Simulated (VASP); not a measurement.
# C (Cm) in VASP: notebook, part 2 of 2

VASP 6.6.1.

### Step 4. Single point, r2SCAN

This run uses another cell than the first one, of the same volume but with other edges.

The COD entry that gives the cell may itself be a prediction, so a difference from it is no test against experiment.

File POSCAR:

```
C
1.0
   -2.5113391176      0.0000000000      0.0000000000
   -1.2556695588     -2.1748834734      0.0000000000
    0.3139173897      0.1812402894     10.3359979276
C
10
Direct
   -0.1937205497     -0.1937205497      0.8741534038
    0.7938705497      0.7938705497      0.7252465962
    0.0772489907      0.0772489907      0.1257878883
    0.7729010093      0.7729010093      0.4736121117
    0.0896671469      0.0896671469      0.2748057630
    0.7604828531      0.7604828531      0.3245942370
    0.1437882945      0.1437882945      0.9242595341
    0.4563617055      0.4563617055      0.6751404659
    0.4064081393      0.4064081393      0.0756976711
    0.4437418607      0.4437418607      0.5237023289
```

File INCAR.step1:

```
SYSTEM = C
PREC     = Accurate       ! precision mode
ENCUT    = 520            ! plane-wave cutoff, eV
ISMEAR   = 0              ! smearing method
SIGMA    = 0.05           ! smearing width, eV
LREAL    = .FALSE.        ! projectors in reciprocal space
LASPH    = .TRUE.         ! aspherical terms in the spheres
NELM     = 80             ! most SCF steps
NBANDS   = 31             ! bands
GGA      = PE             ! functional
ALGO     = Normal         ! electronic algorithm
EDIFF    = 1E-4           ! SCF threshold, eV
LWAVE    = .TRUE.         ! write WAVECAR
LCHARG   = .FALSE.        ! write CHGCAR
```

File INCAR.step2:

```
SYSTEM = C
PREC     = Accurate       ! precision mode
ENCUT    = 520            ! plane-wave cutoff, eV
EDIFF    = 1E-6           ! SCF threshold, eV
ISMEAR   = 0              ! smearing method
SIGMA    = 0.05           ! smearing width, eV
LREAL    = .FALSE.        ! projectors in reciprocal space
LASPH    = .TRUE.         ! aspherical terms in the spheres
NELM     = 80             ! most SCF steps
ALGO     = Normal         ! electronic algorithm
ISIF     = 2              ! what is computed and relaxed
LWAVE    = .FALSE.        ! write WAVECAR
LCHARG   = .FALSE.        ! write CHGCAR
METAGGA  = R2SCAN         ! meta-GGA
LMIXTAU  = .TRUE.       
NBANDS   = 31             ! bands
ISTART   = 1
```

File KPOINTS:

```
regular mesh
0
G
  10 10 3
  0 0 0
```

Potentials or basis: VASP PAW PBE potentials, release 64 (C).

Launch:

```bash
cat potpaw_PBE.64/C/POTCAR > POTCAR
cp INCAR.step1 INCAR
mpirun -np 1 vasp_std > vasp.out
cp INCAR.step2 INCAR
mpirun -np 1 vasp_std > vasp.out
```

OUTCAR:

```text
SYSTEM = C
   PREC = Accurate
   ENCUT = 520
   EDIFF = 1E-6
   ISMEAR = 0
   LREAL = .FALSE.
   LASPH = .TRUE.
   NELM = 80
   ISIF = 2
   METAGGA = R2SCAN
   ISTART = 1

 ion  position               nearest neighbor table
   1  0.806  0.806  0.874-   2 1.54   7 1.54   7 1.54   7 1.54
   2  0.794  0.794  0.725-   1 1.54   8 1.54   8 1.54   8 1.54
   3  0.077  0.077  0.126-   9 1.54   9 1.54   9 1.54   5 1.54
   4  0.773  0.773  0.474-  10 1.54  10 1.54  10 1.54   6 1.54
   5  0.090  0.090  0.275-   6 1.54   6 1.54   6 1.54   3 1.54
   6  0.760  0.760  0.325-   5 1.54   5 1.54   5 1.54   4 1.54
[... 1039 lines left out ...]
  in kB      -66.9515678     10.7290427    209.6232493    -67.2733821    150.3784024    260.4630561
  external PRESSURE =      51.1335747 kB  Pullay stress =       0.0000000 kB

 VOLUME and BASIS-vectors are now :
 -----------------------------------------------------------------------------
  energy-cutoff  :      520.00
  volume of cell :       56.45
      direct lattice vectors                 reciprocal lattice vectors
    -2.511339118  0.000000000  0.000000000    -0.398193933  0.229897374  0.008062437
    -1.255669559 -2.174883473  0.000000000     0.000000000 -0.459794749  0.008062437
     0.313917390  0.181240289 10.335997928     0.000000000  0.000000000  0.096749245

 POSITION                                       TOTAL-FORCE (eV/Angst)
 -----------------------------------------------------------------------------------
     -2.76285     -1.59513      9.03525         0.307852      0.177739      0.147502
     -2.76285     -1.59513      7.49615        -0.260123     -0.150182     -0.366883
     -0.25151     -0.14521      1.30014         0.485056      0.280047      0.080072
     -2.76285     -1.59513      4.89525         0.054771      0.031622      0.056534
     -0.25151     -0.14521      2.84039         0.573729      0.331243      0.554663
     -2.76285     -1.59513      3.35501        -0.001859     -0.001073     -0.077569
     -0.25151     -0.14521      9.55314        -4.459342     -2.574602     -2.985502
     -1.50718     -0.87017      6.97825         0.019624      0.011330      0.019940
     -1.50718     -0.87017      0.78241         3.313281      1.912924      2.619366
     -1.50718     -0.87017      5.41299        -0.032989     -0.019046     -0.048121
 -----------------------------------------------------------------------------------
    total drift:                               -0.000000     -0.000000     -0.001197

  FREE ENERGIE OF THE ION-ELECTRON SYSTEM (eV)
  ---------------------------------------------------
  free  energy   TOTEN  =       -94.2315630688 eV

  energy  without entropy=      -94.2312923675  energy(sigma->0) =      -94.23142772
```

OSZICAR.step1:

```text
N       E                     dE             d eps       ncg     rms          rms(c)
DAV:   1     0.939466784853E+02    0.93947E+02   -0.21423E+04  5332   0.126E+03
DAV:   2    -0.828797523154E+02   -0.17683E+03   -0.16927E+03  6679   0.244E+02
DAV:   3    -0.901133902508E+02   -0.72336E+01   -0.71866E+01  7161   0.449E+01
DAV:   4    -0.901841184375E+02   -0.70728E-01   -0.70584E-01  7331   0.461E+00
DAV:   5    -0.901850971784E+02   -0.97874E-03   -0.97841E-03  7041   0.497E-01    0.123E+01
DAV:   6    -0.878483076598E+02    0.23368E+01   -0.16794E+00  6477   0.683E+00    0.728E+00
DAV:   7    -0.870936558629E+02    0.75465E+00   -0.18479E+00  6366   0.707E+00    0.167E+00
DAV:   8    -0.870985600770E+02   -0.49042E-02   -0.48929E-02  7313   0.144E+00    0.609E-01
DAV:   9    -0.870986921665E+02   -0.13209E-03   -0.11535E-02  6913   0.638E-01    0.788E-02
DAV:  10    -0.870987606138E+02   -0.68447E-04   -0.71658E-04  7004   0.174E-01
   1 F= -.87098761E+02 E0= -.87098627E+02  d E =-.267091E-03
```

It took 3.7 min on 1 thread of Intel Xeon 6975P-C (Granite Rapids), shared host; peak memory 0.24 GiB.

Results:

| Quantity | Value |
| --- | --- |
| Free energy | -94.2316 eV |
| Pressure | 5.1 GPa |
| Largest force | 5.952 eV/Å |
| Band gap on the k mesh | zero (band 20 reaches 10.49 eV, above the bottom of band 21 at 10.33 eV) |

Forces in eV/Å, atoms in the order of the input:
```
C    0.308  0.178  0.148
C   -0.260 -0.150 -0.367
C    0.485  0.280  0.080
C    0.055  0.032  0.057
C    0.574  0.331  0.555
C   -0.002 -0.001 -0.078
C   -4.459 -2.575 -2.986
C    0.020  0.011  0.020
C    3.313  1.913  2.619
C   -0.033 -0.019 -0.048
```

Stress tensor (GPa, compression positive):
```
-6.70 -6.73 26.05
-6.73  1.07 15.04
26.05 15.04 20.96
```

Levels at points of the mesh, in eV from the Fermi level:
| k point | band 17 | band 18 | band 19 | band 20 | band 21 | band 22 | band 23 | band 24 |
| --- | --- | --- | --- | --- | --- | --- | --- | --- |
| (0.00, 0.00, 0.00) | -1.26 | -0.91 | -0.78 | 0.11 | 4.60 | 5.49 | 5.59 | 5.89 |
| (0.50, 0.00, 0.00) | -5.78 | -4.47 | -4.05 | -2.50 | 2.08 | 4.49 | 5.40 | 5.63 |
| (0.50, 0.50, 0.00) | -5.42 | -4.25 | -4.05 | -1.48 | 0.10 | 4.42 | 5.39 | 5.51 |

Caveat: the PAW data sets were made with another functional, which shifts forces and pressure a little.

### Step 5. Single point, r2SCAN

This run uses another cell than the first one, of the same volume but with other edges.

File POSCAR:

```
C
1.0
   -2.5113391176      0.0000000000      0.0000000000
   -1.2556695588     -2.1748834734      0.0000000000
   -0.3140429567     -0.1813127856     10.3359979276
C
10
Direct
   -0.3394419221     -0.3394419221      0.8741534038
    0.6729719421      0.6729719421      0.7252465962
    0.0562801497      0.0562801497      0.1257878883
    0.6939498703      0.6939498703      0.4736121117
    0.0438570262      0.0438570262      0.2748057630
    0.7063729938      0.7063729938      0.3245942370
   -0.0102857698     -0.0102857698      0.9242595341
    0.3438157898      0.3438157898      0.6751404659
    0.3937893375      0.3937893375      0.0756976711
    0.3564406825      0.3564406825      0.5237023289
```

File INCAR.step1:

```
  ALGO = Normal
  EDIFF = 1E-4
  ENCUT = 520
  GGA = PE
  ISMEAR = 0
  LASPH = T
  LCHARG = F
  LREAL = F
  LWAVE = T
  NBANDS = 31
  NELM = 80
  PREC = Accurate
  SIGMA = 0.05
```

File INCAR.step2:

```
  ALGO = Normal
  EDIFF = 1E-6
  ENCUT = 520
  ISIF = 2
  ISMEAR = 0
  ISTART = 1
  LASPH = T
  LCHARG = F
  LMIXTAU = T
  LREAL = F
  LWAVE = F
  METAGGA = R2SCAN
  NBANDS = 31
  NELM = 80
  PREC = Accurate
  SIGMA = 0.05
```

File KPOINTS:

```
k-points
0
Gamma
  10 10 3
```

Launch:

```bash
cat potpaw_PBE.64/C/POTCAR > POTCAR
cp INCAR.step1 INCAR
mpirun -np 1 vasp_std > vasp.out
cp INCAR.step2 INCAR
mpirun -np 1 vasp_std > vasp.out
```

Wall time 3.7 min (1 thread of Intel Xeon 6975P-C (Granite Rapids), shared host); peak memory 0.24 GiB.

Results (log left out):

```yaml
Free_energy: -93.5827 eV
Pressure: 6.1 GPa
Largest_force: 4.370 eV/Å
Band_gap_on_the_k_mesh: zero (band 20 reaches 10.48 eV, above the bottom of band 21 at 10.11 eV)
```

Forces in eV/Å, atoms in the order of the input:
```
C   -0.560 -0.323  0.257
C   -0.198 -0.114 -0.558
C   -0.413 -0.238  0.294
C   -0.019 -0.011  0.133
C   -0.315 -0.182  0.726
C    0.028  0.016 -0.180
C    1.728  0.998 -3.888
C   -0.018 -0.010  0.116
C   -0.239 -0.138  3.236
C    0.005  0.003 -0.136
```

Stress tensor (GPa, compression positive):
```
-1.08  5.66 -4.64
 5.66 -7.62 -2.68
-4.64 -2.68 26.85
```

Levels at points of the mesh, in eV from the Fermi level:
```
           k point  band 16  band 17  band 18  band 19  band 20  band 21  band 22  band 23  band 24  band 25
(0.00, 0.00, 0.00)    -1.32    -0.87    -0.70    -0.55     0.34     4.85     5.67     5.85     6.07     6.54
(0.50, 0.00, 0.00)    -5.89    -5.32    -4.25    -3.81    -0.80     0.18     4.70     5.64     5.76     6.63
(0.50, 0.50, 0.00)    -5.88    -5.66    -4.01    -3.81    -2.67     2.61     4.73     5.69     6.00     6.77
```

Caveat: the PAW data sets were made with another functional, which shifts forces and pressure a little.

### Step 6. Summary

| cell | gap on the mesh (eV) | pressure (GPa) | largest force (eV/Å) |
| --- | --- | --- | --- |
| a = 2.511, b = 2.511, c = 10.562 Å, angles 79.7, 79.7, 60.0°, 10 atoms | 2.12 | 2.1 | 5.12 |
| a = 2.511, b = 2.511, c = 10.393 Å, angles 95.2, 95.2, 60.0°, 10 atoms | 4.25 | 1.1 | 2.69 |
| a = 2.511, b = 2.511, c = 10.342 Å, angles 91.7, 91.7, 60.0°, 10 atoms | none | 5.1 | 5.95 |
| a = 2.511, b = 2.511, c = 10.342 Å, angles 88.3, 88.3, 60.0°, 10 atoms | none | 6.1 | 4.37 |

Alike in all rows: task single point; level r2SCAN; potentials or basis VASP PAW PBE potentials, release 64 (C); no spin polarisation; k mesh 10 × 10 × 3; cutoff (eV) 520; smearing gaussian 0.05 eV.

Caveats: the PAW data sets were made with another functional, which shifts forces and pressure a little.

Total energies depend on the potentials used, so only differences within one code and one set of settings carry meaning.
